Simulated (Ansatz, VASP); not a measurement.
**NaI in VASP and in Ansatz**

File INCAR:

```
SYSTEM = NaI
PREC = Accurate
ENCUT = 520
EDIFF = 1E-7
ISMEAR = -1
SIGMA = 0.02
LREAL = .FALSE.
LASPH = .TRUE.
NELM = 60
ALGO = Normal
ISIF = 2
LWAVE = .FALSE.
LCHARG = .TRUE.
GGA = PE
LELF = .TRUE.
LVHAR = .TRUE.
NBANDS = 14
```

File KPOINTS:

```
Automatic mesh
0
G
  8 8 8
  0 0 0
```

File POSCAR:

```
NaI
1.0
   -0.1844816381      3.1989736156      3.1989736156
    3.1989736156     -0.1844816381      3.1989736156
    3.1989736156      3.1989736156     -0.1844816381
Na I
1 1
Direct
    0.0000000000      0.0000000000      0.0000000000
    0.5000000000      0.5000000000      0.5000000000
```

Input for Ansatz:

```yaml
crystal:
  lattice:
    - [-0.1844816381, 3.1989736156, 3.1989736156]
    - [3.1989736156, -0.1844816381, 3.1989736156]
    - [3.1989736156, 3.1989736156, -0.1844816381]
  atoms:
    - { symbol: Na, position: [0.0, 0.0, 0.0] }
    - { symbol: I, position: [0.5, 0.5, 0.5] }
kpoints:
  mp_grid: { grid: [8, 8, 8] }
  band_path:
    path:
      - [0.0, 0.0, 0.0]
      - [0.5, 0.0, 0.5]
      - [0.625, 0.25, 0.625]
      - [0.375, 0.375, 0.75]
      - [0.5, 0.5, 0.5]
      - [0.5, 0.25, 0.75]
    npoints: 1
hamiltonian:
  xc: pbe
scf:
  occupations: { method: fermi_dirac, width: 0.02 }
  n_extra_bands: 4
output:
  forces: true
  stress: true
  eigenvalues: true
  write_density: true
  write_potential: true
  elf: true
  volumetric_format: npy
```

Change from the starting cell: epitaxial_111 strain +4.8%.

Alike in both runs: task single point; functional PBE; k mesh 8 × 8 × 8; occupations fermi-dirac, width 0.02 eV; no spin polarisation.

|  | VASP | Ansatz |
| --- | --- | --- |
| version | VASP 6.6.1 | Ansatz 0.2.0 |
| potentials or method | VASP PAW PBE potentials, release 64 (Na_pv, I) | plane waves, PAW |
| plane-wave cutoff (eV) | 520 | 420 |
| valence electrons in the cell | 14 | 26 |

|  | VASP | Ansatz | Ansatz less VASP |
| --- | --- | --- | --- |
| gap on the k mesh at the Fermi level (eV) | 3.27 | 3.27 | +0.003 |
| pressure (GPa) | -0.3 | -0.3 | -0.01 |
| traceless stress, the component that is largest in VASP (GPa) | 0.35 | 0.35 | 0.000 |

The functional is the same, so the differences come from potentials, cutoffs and numerics. VASP's potentials hold 14 valence electrons a cell and Ansatz's 26, so a difference there can come from the potentials and not from the codes.

Neither program's run includes spin-orbit coupling.
